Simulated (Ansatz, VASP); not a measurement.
Two plane-wave programs on C

```
C
1.0
     1.24565    0.71917   10.25388
    -1.24565    0.71917   10.25388
     0.00000   -1.43835   10.25388
C
10
Direct
  0.02482 0.02482 0.02482
  0.97518 0.97518 0.97518
  0.10870 0.10870 0.10870
  0.89130 0.89130 0.89130
  0.15837 0.15837 0.15837
  0.84163 0.84163 0.84163
  0.37486 0.37486 0.37486
  0.62514 0.62514 0.62514
  0.42532 0.42532 0.42532
  0.57468 0.57468 0.57468
```

Alike in both runs: functional LDA; k mesh 12 × 12 × 12; occupations gaussian, width 0.02 eV; no spin polarisation.

Ansatz relaxed the structure, and its values are those at the end. VASP's run is a single point on that final structure, the one shown.

```csv
,VASP,Ansatz
version,VASP 6.6.1,Ansatz 0.2.0
potentials or method,"VASP PAW LDA potentials, release 64 (C), cutoff 520 eV","scalar-relativistic, plane waves, PAW"
valence electrons in the cell,40,40
```

Ansatz gave:

| Item | Value |
| --- | --- |
| gap on the k mesh at the Fermi level (eV) | 4.54 |
| least direct gap on the mesh (eV) | 5.37 |
| pressure (GPa) | 0.0 |

Problem. Estimate VASP's values.

Solution. gap on the k mesh at the Fermi level (eV): 4.53; least direct gap on the mesh (eV): 5.37; pressure (GPa): 1.6.

LDA's correlation is that of Perdew and Zunger in VASP and of Perdew and Wang (1992) in Ansatz.
